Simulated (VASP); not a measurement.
Here is a VASP 6.6.1 calculation.

INCAR

```
SYSTEM = LiTa4O
PREC = Accurate
ENCUT = 520
EDIFF = 1E-7
ISMEAR = 0
SIGMA = 0.1
LREAL = .FALSE.
LASPH = .TRUE.
NELM = 100
ALGO = Normal
ISIF = 2
LWAVE = .FALSE.
LCHARG = .FALSE.
GGA = PE
NBANDS = 36
```

File KPOINTS:

```
Automatic mesh
0
G
  6 6 2
  0 0 0
```

The input POSCAR:

```
LiTa4O
1.0
    2.8583504100      0.0000000000      0.0000000000
   -1.4291752000      2.4754040600      0.0000000000
    0.0000000000      0.0000000000     11.3282198900
Li Ta O
1 4 1
Direct
    0.0000000000      0.0000000000      0.5000000000
    0.6666666700      0.3333333300      0.6276410200
    0.0000000000      0.0000000000      0.8771510100
    0.0000000000      0.0000000000      0.1228489900
    0.6666666700      0.3333333300      0.3723589800
    0.6666666700      0.3333333300      0.0000000000
```

Potentials or basis: VASP PAW PBE potentials, release 64 (Li_sv, Ta_pv, O).

Launch:

```bash
$ cat potpaw_PBE.64/Li_sv/POTCAR potpaw_PBE.64/Ta_pv/POTCAR potpaw_PBE.64/O/POTCAR > POTCAR
$ mpirun -np 1 vasp_std > vasp.out
```

Predict the largest force.

7.465 eV/Å.

Predict the band gap on the k mesh.

zero (an odd number of electrons rules out a gap without spin polarisation).

Forces in eV/Å, atoms in the order of the input:
```
Li   0.000  0.000  0.000
Ta   0.000  0.000  7.465
Ta   0.000  0.000 -4.419
Ta   0.000  0.000  4.419
Ta   0.000  0.000 -7.465
O    0.000  0.000  0.000
```

Caveat: the k points lie up to 0.42 Å⁻¹ apart, too coarse for converged energies and pressures of a metal; spin-orbit coupling is left out, which moves the levels of the heavy elements; forces of over 1 eV/Å act on the atoms, so gaps and moduli don't describe the material at rest.
